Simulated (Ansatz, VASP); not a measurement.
**AlN in VASP and in Ansatz**

```
CELL_PARAMETERS angstrom
0.00000 1.96138 1.96138
1.96138 0.00000 1.96138
1.96138 1.96138 0.00000
ATOMIC_POSITIONS crystal
Al 0.00000 0.00000 0.00000
N 0.50000 0.50000 0.50000
```

Change from the starting cell: volume scaled by 0.975.

Alike in both runs: task single point; functional PBE; k mesh 10 × 10 × 10; occupations fermi-dirac, width 0.02 eV; no spin polarisation.

|  | VASP | Ansatz |
| --- | --- | --- |
| version | VASP 6.6.1 | Ansatz 0.2.0 |
| potentials or method | VASP PAW PBE potentials, release 64 (Al, N), cutoff 520 eV | all-electron LAPW, scalar-relativistic |

Ansatz gave:

| Quantity | Value |
| --- | --- |
| gap on the k mesh at the Fermi level (eV) | 5.14 |
| pressure (GPa) | 34.7 |

Task: What did VASP give for the same quantities?

Result: gap on the k mesh at the Fermi level (eV): 5.13; pressure (GPa): 34.5.

Both programs put the cell under a high pressure, so it lies far from rest at this level. Ansatz ran all-electron here, and VASP with PAW potentials.
